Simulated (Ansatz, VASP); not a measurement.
# I in VASP and in Ansatz

File INCAR:

```
PREC     = Accurate       # precision mode
ENCUT    = 520            # plane-wave cutoff, eV
EDIFF    = 1E-7           # SCF threshold, eV
ISMEAR   = -1             # smearing method
SIGMA    = 0.05           # smearing width, eV
LREAL    = False          # projectors in reciprocal space
LASPH    = True           # aspherical terms in the spheres
NELM     = 80             # most SCF steps
ALGO     = Normal         # electronic algorithm
ISIF     = 2              # what is computed and relaxed
LWAVE    = False          # write WAVECAR
LCHARG   = False          # write CHGCAR
GGA      = CA             # functional
NBANDS   = 22             # bands
```

KPOINTS

```
Automatic mesh
0
Gamma
  5 5 2
```

POSCAR

```
I
1.0
    3.5886574692     -2.1413150360      0.0000000000
    3.5886574692      2.1413150360      0.0000000000
    0.0000000000      0.0000000000      9.6272130010
I
4
Direct
    0.8254264989      0.1745735011      0.1231842597
    0.6745735011      0.3254264989      0.6231842597
    0.1745735011      0.8254264989      0.8768157403
    0.3254264989      0.6745735011      0.3768157403
```

Input for Ansatz:

```yaml
crystal:
  lattice:
    - [3.5886574692, -2.141315036, 0.0]
    - [3.5886574692, 2.141315036, 0.0]
    - [0.0, 0.0, 9.627213001]
  atoms:
    - { symbol: I, position: [0.8254264989, 0.1745735011, 0.1231842597] }
    - { symbol: I, position: [0.6745735011, 0.3254264989, 0.6231842597] }
    - { symbol: I, position: [0.1745735011, 0.8254264989, 0.8768157403] }
    - { symbol: I, position: [0.3254264989, 0.6745735011, 0.3768157403] }
hamiltonian:
  xc: lda
  pseudopotentials:
    kind: paw
    azcp:
      I: "pseudopotentials/I.paw.azcp"
basis:
  ecutwfc: 420
  fft_grid_basis: typed
kpoints:
  mp_grid: { grid: [5, 5, 2], shift: [0, 0, 0] }
magnetization:
  spin_polarized: false
scf:
  occupations: { method: fermi_dirac, width: 0.05 }
  lower_state_search: "off"
output:
  stress: true
```

Alike in both runs: task single point; functional LDA; k mesh 5 × 5 × 2; occupations fermi-dirac, width 0.05 eV; no spin polarisation.

|  | VASP | Ansatz |
| --- | --- | --- |
| version | VASP 6.6.1 | Ansatz 0.2.0 |
| potentials or method | VASP PAW LDA potentials, release 64 (I), cutoff 520 eV | plane waves (420 eV) with PAW, scalar-relativistic |
| valence electrons in the cell | 28 | 68 |

```csv
,VASP,Ansatz,Ansatz less VASP
pressure (GPa),0.0,0.0,0.00
```

Ansatz warns that its potentials were made for another functional, while VASP's fit it. LDA's correlation is that of Perdew and Zunger in VASP and of Perdew and Wang (1992) in Ansatz. VASP's potentials hold 28 valence electrons a cell and Ansatz's 68, so a difference there can come from the potentials and not from the codes.

Spin-orbit coupling is off throughout.
